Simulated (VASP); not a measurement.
B2Pb:

```
B Pb
1.0
     3.52816    0.00000    0.00000
    -1.76408    3.05548    0.00000
     0.00000    0.00000    3.80948
B Pb
2 1
Direct
  0.33333 0.66667 0.50000
  0.66667 0.33333 0.50000
  0.00000 0.00000 0.00000
```

* Program: VASP 6.6.1
* Task: relaxation of cell and atoms
* Functional: PBE
* Potentials or basis: VASP PAW PBE potentials, release 64 (B, Pb_d)
* Cutoff: 600 eV
* k mesh: 18 × 18 × 12
* Occupations: gaussian, width 0.1 eV
* Spin: no spin polarisation

At the start: pressure -1.5 GPa; volume 13.69 Å³/atom.

How do energy, volume and symmetry change on relaxing?

Over 11 steps the energy falls by 346.1 meV/atom and the volume is 14.08 Å³/atom (+2.9 %); space group P6/mmm (No. 191, to 0.1 Å) before and after.

The path:
| step | energy change (eV) | largest force (eV/Å) | pressure (GPa) | volume (Å³) |
| --- | --- | --- | --- | --- |
| 1 | 0.0000 | 0.0000 | -1.46 | 41.07 |
| 2 | -0.7789 | 0.0000 | 0.96 | 40.00 |
| 3 | -0.9487 | 0.0000 | 7.13 | 38.91 |
| 4 | -0.9415 | 0.0000 | 9.99 | 38.51 |
| 5 | -0.9489 | 0.0000 | 8.98 | 38.65 |
| 6 | -1.0230 | 0.0000 | -3.35 | 43.34 |
| 7 | -1.0352 | 0.0000 | -0.37 | 41.89 |
| 8 | -1.0352 | 0.0000 | -0.50 | 41.96 |
| 9 | -1.0373 | 0.0000 | -0.07 | 41.96 |
| 10 | -1.0380 | 0.0000 | 0.41 | 41.96 |
| 11 | -1.0383 | 0.0000 | -0.05 | 42.25 |

Final structure:
```yaml
crystal:
  lattice:
    - [3.17896, 0.00000, 0.00000]
    - [-1.58948, 2.75306, 0.00000]
    - [0.00000, 0.00000, 4.82772]
  atoms:
    - { symbol: B, position: [0.33333, 0.66667, 0.50000] }
    - { symbol: B, position: [0.66667, 0.33333, 0.50000] }
    - { symbol: Pb, position: [0.00000, 0.00000, 0.00000] }
```

Caveat: a cell axis changed by over 15 % at a fixed basis, so the end point is rough.
